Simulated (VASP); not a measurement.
# Mo (Im-3m) in VASP: a series of runs

The runs below take Mo through single point, with r2SCAN.

All numbers are computed with VASP 6.6.1; they aren't measurements. Logs are shortened: lines on timing, memory, paths and dates and some standing lists are left out, and cuts for length are marked.

### 1 The cell of the first run

It takes space group Im-3m (No. 229, cubic). The conventional cell has a = 3.153 Å, b = 3.153 Å, c = 3.153 Å, α = 90.00°, β = 90.00°, γ = 90.00°. Within 3.6 Å of Mo (site symmetry m-3m) lie 14 Mo at 2.73 to 3.15 Å.

### 2 Single point, r2SCAN

POSCAR reads:

```
Mo
1.0
   -1.5764210372      1.5764210372      1.5764210372
    1.5764210372     -1.5764210372      1.5764210372
    1.5764210372      1.5764210372     -1.5764210372
Mo
1
Direct
    0.0000000000      0.0000000000      0.0000000000
```

INCAR.step1 reads:

```
SYSTEM = Mo
PREC = Accurate
ENCUT = 520
ISMEAR = -1
SIGMA = 0.1
LREAL = .FALSE.
LASPH = .TRUE.
NELM = 100
NBANDS = 13
GGA = PE
ALGO = Normal
EDIFF = 1E-4
LWAVE = .TRUE.
LCHARG = .FALSE.
```

INCAR.step2 reads:

```
SYSTEM = Mo
PREC = Accurate
ENCUT = 520
EDIFF = 1E-6
ISMEAR = -1
SIGMA = 0.1
LREAL = .FALSE.
LASPH = .TRUE.
NELM = 100
ALGO = Normal
ISIF = 2
LWAVE = .FALSE.
LCHARG = .FALSE.
METAGGA = R2SCAN
LMIXTAU = .TRUE.
NBANDS = 13
ISTART = 1
```

KPOINTS reads:

```
regular mesh
0
G
  14 14 14
  0 0 0
```

Potentials or basis: VASP PAW PBE potentials, release 64 (Mo_sv).

Run with:

```
> cat potpaw_PBE.64/Mo_sv/POTCAR > POTCAR
> cp INCAR.step1 INCAR
> mpirun -np 1 vasp_std > vasp.out
> cp INCAR.step2 INCAR
> mpirun -np 1 vasp_std > vasp.out
```

OUTCAR:

```text
SYSTEM = Mo
   PREC = Accurate
   ENCUT = 520
   EDIFF = 1E-6
   ISMEAR = -1
   LREAL = .FALSE.
   LASPH = .TRUE.
   NELM = 100
   ISIF = 2
   METAGGA = R2SCAN
   ISTART = 1

 ion  position               nearest neighbor table
   1  0.000  0.000  0.000-

  LATTYP: Found a body centered cubic cell.
 ALAT       =     3.1528420744

  Lattice vectors:

 A1 = (  -1.5764210372,   1.5764210372,   1.5764210372)
 A2 = (   1.5764210372,  -1.5764210372,   1.5764210372)
 A3 = (   1.5764210372,   1.5764210372,  -1.5764210372)

Analysis of symmetry for initial positions (statically):
=====================================================================
 Subroutine PRICEL returns:
 Original cell was already a primitive cell.

 Routine SETGRP: Setting up the symmetry group for a
 body centered cubic supercell.

 Subroutine GETGRP returns: Found 48 space group operations
 (whereof 48 operations were pure point group operations)
 out of a pool of 48 trial point group operations.

The static configuration has the point symmetry O_h .

Analysis of symmetry for dynamics (positions and initial velocities):
=====================================================================
 Subroutine PRICEL returns:
 Original cell was already a primitive cell.

 Routine SETGRP: Setting up the symmetry group for a
 body centered cubic supercell.

 Subroutine GETGRP returns: Found 48 space group operations
 (whereof 48 operations were pure point group operations)
 out of a pool of 48 trial point group operations.

The dynamic configuration has the point symmetry O_h .

 Subroutine INISYM returns: Found 48 space group operations
 (whereof 48 operations are pure point group operations),
 and found     1 'primitive' translations

----------------------------------------------------------------------------------------

                                     Primitive cell

  volume of cell :      15.6703

  direct lattice vectors                    reciprocal lattice vectors
    -1.576421037  1.576421037  1.576421037     0.000000000  0.317174148  0.317174148
     1.576421037 -1.576421037  1.576421037     0.317174148  0.000000000  0.317174148
     1.576421037  1.576421037 -1.576421037     0.317174148  0.317174148  0.000000000

  length of vectors
     2.730441331  2.730441331  2.730441331     0.448551982  0.448551982  0.448551982

  position of ions in fractional coordinates (direct lattice)
     0.000000000  0.000000000  0.000000000

  ion indices of the primitive-cell ions
   primitive index   ion index
                 1           1

----------------------------------------------------------------------------------------

 KPOINTS: regular mesh

Automatic generation of k-mesh.
 Grid dimensions read from file:
 generate k-points for:   14   14   14

 Generating k-lattice:

  Cartesian coordinates                     Fractional coordinates (reciprocal lattice)
     0.000000000  0.022655296  0.022655296     0.071428571  0.000000000  0.000000000
     0.022655296  0.000000000  0.022655296     0.000000000  0.071428571  0.000000000
     0.022655296  0.022655296  0.000000000     0.000000000  0.000000000  0.071428571

  Length of vectors
     0.032039427  0.032039427  0.032039427

  Shift w.r.t. Gamma in fractional coordinates (k-lattice)
     0.000000000  0.000000000  0.000000000

 Subroutine IBZKPT returns following result:
 ===========================================

 Found    104 irreducible k-points:

 Following reciprocal coordinates:
            Coordinates               Weight
  0.000000  0.000000  0.000000      1.000000
  0.071429  0.000000  0.000000     12.000000
  0.142857  0.000000  0.000000     12.000000
  0.214286  0.000000  0.000000     12.000000
  0.285714  0.000000  0.000000     12.000000
  0.357143  0.000000  0.000000     12.000000
[... 16 lines left out ...]
  0.285714  0.285714  0.000000     24.000000
  0.357143  0.285714  0.000000     24.000000
 [... further k-points ...]
   k-points           NKPTS =    104   k-points in BZ     NKDIM =    104   number of bands    NBANDS=     13
   number of dos      NEDOS =    301   number of ions     NIONS =      1
   total plane-waves  NPLWV =   8000
   dimension x,y,z NGX =    20 NGY =   20 NGZ =   20
   dimension x,y,z NGXF=    40 NGYF=   40 NGZF=   40
   ions per type =               1
   NGX,Y,Z   is equivalent  to a cutoff of  12.18, 12.18, 12.18 a.u.
   NGXF,Y,Z  is equivalent  to a cutoff of  24.35, 24.35, 24.35 a.u.
 SYSTEM =  Mo
   PREC   = accura    normal or accurate (medium, high low for compatibility)
   ISTART =      1    job   : 0-new  1-cont  2-samecut
   ICHARG =      0    charge: 1-file 2-atom 10-const
   ISPIN  =      1    spin polarized calculation?
   LNONCOLLINEAR =      F non collinear calculations
   LSORBIT =      F    spin-orbit coupling
   LASPH  =      T    aspherical Exc in radial PAW
   ENCUT  =  520.0 eV  38.22 Ry    6.18 a.u.   5.08  5.08  5.08*2*pi/ulx,y,z
   NELM   =    100;   NELMIN=  2; NELMDL=  0     # of ELM steps
   EDIFF  = 0.1E-05   stopping-criterion for ELM
   LREAL  =      F    real-space projection
[... 7 lines left out ...]
   TEBEG  =    0.0;   TEEND  =   0.0 temperature during run
   PSTRESS=    0.0 pullay stress
   NELECT =      14.0000    total number of electrons
   NUPDOWN=      -1.0000    fix difference up-down
   EMIN   =  10.00;   EMAX   =-10.00  energy-range for DOS
   EFERMI =   0.00;   METHOD = LEGACY
   ISMEAR =    -1;   SIGMA  =   0.10  broadening in eV -4-tet -1-fermi 0-gaus
   EFERMI_NEDOS =   21; number of points for ismear=-14 and -15
   IALGO  =     38    algorithm
   IMIX   =      4    mixing-type and parameters
     AMIX     =   0.40;   BMIX     =  1.00
     AMIX_MAG =   1.60;   BMIX_MAG =  1.00
  volume/ion in A,a.u.               =      15.67       105.75
  Fermi-wavevector in a.u.,A,eV,Ry     =   1.576735  2.979597 33.825339  2.486092
  Thomas-Fermi vector in A             =   2.677523
   LORBIT       =      0    0 simple, 1 ext, 2 COOP (PROOUT), +10 PAW based schemes
   METAGGA = R2SCAN    functional components
   LHFCALC =     F    Hartree Fock is set to
   AEXX    =    0.0000 exact exchange contribution
   IVDW    =     0    specifies the selected vdW correction
   LEPSILON=     F    determine dielectric tensor
   LRPA    =     F    only Hartree local field effects (RPA)
 non-spin polarized calculation
  energy-cutoff  :      520.00
  volume of cell :       15.67
 maximum number of plane-waves:       432
   NGX = 11   NGY = 11   NGZ = 11

 number of electron      14.0000002 magnetization

 Free energy of the ion-electron system (eV)
  ---------------------------------------------------
  ext. energy  EPLUGINS =         0.00000000
  ---------------------------------------------------
  free energy    TOTEN  =       -26.07992000 eV

  energy without entropy =      -26.05440978  energy(sigma->0) =      -26.06716489

 E-fermi :  12.5411     XC(G=0): -14.6234

 val. band max:       12.5215410260   @ k =  -0.2857   0.2857   0.1429
 cond. band min:      12.5493904060   @ k =  -0.3571   0.3571   0.2857
 fundamental gap:      0.0278493800
 Fermi energy:        12.5411090800

 k-point     1 :       0.0000    0.0000    0.0000
  band No.  band energies     occupation
      1     -50.7257      2.00000
      2     -23.2026      2.00000
      3     -23.2026      2.00000
      4     -23.2026      2.00000
      5       4.8538      2.00000
      6      11.0869      2.00000
      7      11.0869      2.00000
      8      11.0869      2.00000
      9      14.4104      0.00000
     10      14.4104      0.00000
     11      28.0017      0.00000
     12      28.0017      0.00000
     13      28.0017      0.00000

 k-point     2 :       0.0714    0.0000    0.0000
  band No.  band energies     occupation
      1     -50.7117      2.00000
      2     -23.2819      2.00000
      3     -23.2268      2.00000
      4     -23.2031      2.00000
      5       5.0898      2.00000
      6      10.9529      2.00000
      7      11.0620      2.00000
      8      11.3074      1.99999
      9      14.2148      0.00000
     10      14.4124      0.00000
     11      28.1739      0.00000
     12      28.3993      0.00000
     13      28.4505      0.00000

 k-point     3 :       0.1429    0.0000    0.0000
  band No.  band energies     occupation
      1     -50.6721      2.00000
      2     -23.5007      2.00000
      3     -23.2943      2.00000
      4     -23.2048      2.00000
      5       5.7388      2.00000
      6      10.5980      2.00000
      7      10.9497      2.00000
      8      11.9531      1.99443
      9      13.8653      0.00000
     10      14.4334      0.00000
     11      28.4985      0.00000
     12      29.3953      0.00000
     13      29.5373      0.00000

 k-point     4 :       0.2143    0.0000    0.0000
  band No.  band energies     occupation
      1     -50.6146      2.00000
      2     -23.8087      2.00000
      3     -23.3906      2.00000
      4     -23.2072      2.00000
      5       6.5816      2.00000
      6      10.1301      2.00000
      7      10.8075      2.00000
      8      12.9756      0.02562
      9      13.7467      0.00001
     10      14.5044      0.00000
     11      28.3684      0.00000
     12      29.7354      0.00000
     13      31.2816      0.00000

 k-point     5 :       0.2857    0.0000    0.0000
  band No.  band energies     occupation
      1     -50.5500      2.00000
      2     -24.1402      2.00000
      3     -23.4957      2.00000
      4     -23.2100      2.00000
      5       7.1561      2.00000
      6       9.6602      2.00000
      7      11.0986      2.00000
      8      13.9258      0.00000
      9      14.2813      0.00000
     10      14.6443      0.00000
     11      27.4306      0.00000
     12      28.6898      0.00000
     13      33.4623      0.00000

 k-point     6 :       0.3571    0.0000    0.0000
  band No.  band energies     occupation
      1     -50.4912      2.00000
      2     -24.4305      2.00000
      3     -23.5889      2.00000
      4     -23.2125      2.00000
      5       7.1856      2.00000
      6       9.2725      2.00000
      7      12.1288      1.96813
      8      14.2283      0.00000
      9      14.8349      0.00000
     10      15.6989      0.00000
     11      26.2421      0.00000
     12      26.9397      0.00000
     13      33.6409      0.00000

 k-point     7 :       0.4286    0.0000    0.0000
  band No.  band energies     occupation
      1     -50.4502      2.00000
      2     -24.6272      2.00000
      3     -23.6525      2.00000
      4     -23.2143      2.00000
      5       7.0107      2.00000
      6       9.0207      2.00000
      7      13.3778      0.00046
      8      14.4382      0.00000
      9      15.0112      0.00000
     10      16.9082      0.00000
     11      25.3458      0.00000
     12      25.3674      0.00000
     13      31.5675      0.00000
[... 193 lines left out ...]
 k-point    20 :       0.2143    0.2143    0.0000
  band No.  band energies     occupation
      1     -50.4761      2.00000
      2     -24.3459      2.00000
      3     -23.6711      2.00000
      4     -23.3337      2.00000
      5       8.1749      2.00000
      6       9.5046      2.00000
      7      10.3806      2.00000
      8      13.6698      0.00003
      9      15.1512      0.00000
     10      17.1123      0.00000
     11      26.6096      0.00000
     12      28.0773      0.00000
     13      31.1852      0.00000

 k-point    21 :       0.2857    0.2143   -0.0000
  band No.  band energies     occupation
      1     -50.4359      2.00000
      2     -24.4445      2.00000
      3     -23.8195      2.00000
      4     -23.3540      2.00000
      5       8.1965      2.00000
      6       9.3664      2.00000
      7      10.8495      2.00000
      8      13.9874      0.00000
      9      15.2363      0.00000
     10      18.9077      0.00000
     11      25.1704      0.00000
     12      26.8639      0.00000
     13      30.1006      0.00000

 k-point    22 :       0.3571    0.2143    0.0000
  band No.  band energies     occupation
      1     -50.4135      2.00000
      2     -24.4872      2.00000
      3     -23.9161      2.00000
      4     -23.3625      2.00000
      5       8.0919      2.00000
      6       9.3239      2.00000
      7      11.2312      2.00000
      8      14.2361      0.00000
      9      15.3520      0.00000
     10      20.3328      0.00000
     11      23.8934      0.00000
     12      25.9081      0.00000
     13      29.7377      0.00000

 k-point    23 :       0.2857    0.2857    0.0000
  band No.  band energies     occupation
      1     -50.4103      2.00000
      2     -24.4050      2.00000
      3     -24.0079      2.00000
      4     -23.3802      2.00000
      5       8.4021      2.00000
      6       9.5285      2.00000
      7      10.6348      2.00000
      8      14.3147      0.00000
      9      15.1686      0.00000
     10      20.8861      0.00000
     11      23.9723      0.00000
     12      25.4966      0.00000
     13      30.2737      0.00000

 k-point    24 :       0.3571    0.2857    0.0000
  band No.  band energies     occupation
      1     -50.4012      2.00000
      2     -24.3487      2.00000
      3     -24.1193      2.00000
      4     -23.3879      2.00000
      5       8.4349      2.00000
      6       9.6991      2.00000
      7      10.4804      2.00000
      8      14.5628      0.00000
      9      15.0679      0.00000
     10      22.2452      0.00000
     11      23.2616      0.00000
     12      24.4805      0.00000
     13      30.5975      0.00000

 [... further k-points ...]
[... 5 lines left out ...]
  --------------------------------------------------------------------------------------
  -------------------------------------------------------------------------------------
  Total        0.1092045      0.1092045      0.1092045     -0.0000000     -0.0000000      0.0000000
  in kB       11.1654032     11.1654032     11.1654032     -0.0000000     -0.0000000      0.0000000
  external PRESSURE =      11.1654032 kB  Pullay stress =       0.0000000 kB

 VOLUME and BASIS-vectors are now :
 -----------------------------------------------------------------------------
  energy-cutoff  :      520.00
  volume of cell :       15.67
      direct lattice vectors                 reciprocal lattice vectors
    -1.576421037  1.576421037  1.576421037     0.000000000  0.317174148  0.317174148
     1.576421037 -1.576421037  1.576421037     0.317174148  0.000000000  0.317174148
     1.576421037  1.576421037 -1.576421037     0.317174148  0.317174148  0.000000000

 POSITION                                       TOTAL-FORCE (eV/Angst)
 -----------------------------------------------------------------------------------
      0.00000      0.00000      0.00000         0.000000      0.000000     -0.000000
 -----------------------------------------------------------------------------------
    total drift:                                0.000000     -0.000000      0.000000

  FREE ENERGIE OF THE ION-ELECTRON SYSTEM (eV)
  ---------------------------------------------------
  free  energy   TOTEN  =       -26.0799199979 eV

  energy  without entropy=      -26.0544097769  energy(sigma->0) =      -26.06716489
```

It took 74 s on 1 thread of Intel Xeon Platinum 8259CL at 2.50GHz (Skylake/Cascade Lake), shared host; peak memory 0.14 GiB.

Results:

```yaml
Free_energy: -26.0799 eV
Pressure: 1.1 GPa
Band_gap_on_the_k_mesh: zero (band 7 reaches 16.63 eV, above the bottom of band 8 at 11.09 eV)
```

Caveat: the PAW data sets were made with another functional, which shifts forces and pressure a little.

(Part 1 of 2 ends here.)
